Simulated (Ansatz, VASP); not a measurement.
## Two plane-wave programs on PtSe2

File INCAR:

```
ALGO = Normal
EDIFF = 1E-6
ENCUT = 520
GGA = PE
ISIF = 2
ISMEAR = 0
LASPH = T
LCHARG = T
LELF = T
LREAL = F
LVHAR = T
LWAVE = F
NBANDS = 18
NELM = 60
PREC = Accurate
SIGMA = 0.05
```

KPOINTS

```
k-points
0
Gamma
  12 12 4
```

POSCAR

```
PtSe2
1.0
    3.6953871032      0.0000000000      0.0000000000
   -1.8476935516      3.2490346276      0.0000000000
    0.0000000000      0.0000000000      6.5268785481
Pt Se
1 2
Direct
    0.0000000000      0.0000000000      0.0000000000
    0.3333333333      0.6666666667      0.2001869949
    0.6666666667      0.3333333333      0.7998130051
```

Input for Ansatz:

```yaml
crystal:
  lattice:
    - [3.6953871032, 0.0, 0.0]
    - [-1.8476935516, 3.2490346276, 0.0]
    - [0.0, 0.0, 6.5268785481]
  atoms:
    - { symbol: Pt, position: [0.0, 0.0, 0.0] }
    - { symbol: Se, position: [0.3333333333, 0.6666666667, 0.2001869949] }
    - { symbol: Se, position: [0.6666666667, 0.3333333333, 0.7998130051] }
basis:
  ecutwfc: 420
kpoints:
  mp_grid: { grid: [12, 12, 4] }
hamiltonian:
  xc: pbe
scf:
  occupations: { method: gaussian, width: 0.05 }
output:
  forces: true
  stress: true
  eigenvalues: true
```

Change from the starting cell: strain -0.0150 x Voigt [1, 0, 0, 0, 0, 0], atoms carried along.

Alike in both runs: task single point; functional PBE; k mesh 12 × 12 × 4; occupations gaussian, width 0.05 eV; no spin polarisation.

|  | VASP | Ansatz |
| --- | --- | --- |
| version | VASP 6.6.1 | Ansatz 0.2.0 |
| potentials or method | VASP PAW PBE potentials, release 64 (Pt, Se), cutoff 520 eV | scalar-relativistic, plane waves, PAW |
| valence electrons in the cell | 22 | 50 |

VASP gave:

- gap on the k mesh at the Fermi level (eV): 0.89
- least direct gap on the mesh (eV): 1.07
- pressure (GPa): 1.5
- traceless stress, the component that is largest in VASP (GPa): 1.15
- rms of the force components (eV/Å): 0.095

Problem. Which values does Ansatz return?

Solution. gap on the k mesh at the Fermi level (eV): 0.90; least direct gap on the mesh (eV): 1.08; pressure (GPa): 1.6; traceless stress, the component that is largest in VASP (GPa): 1.16; rms of the force components (eV/Å): 0.096.

Atom by atom the forces differ by 0.001 eV/Å (rms over components). VASP's potentials hold 22 valence electrons a cell and Ansatz's 50, so a difference there can come from the potentials and not from the codes.

Spin-orbit coupling is off throughout.
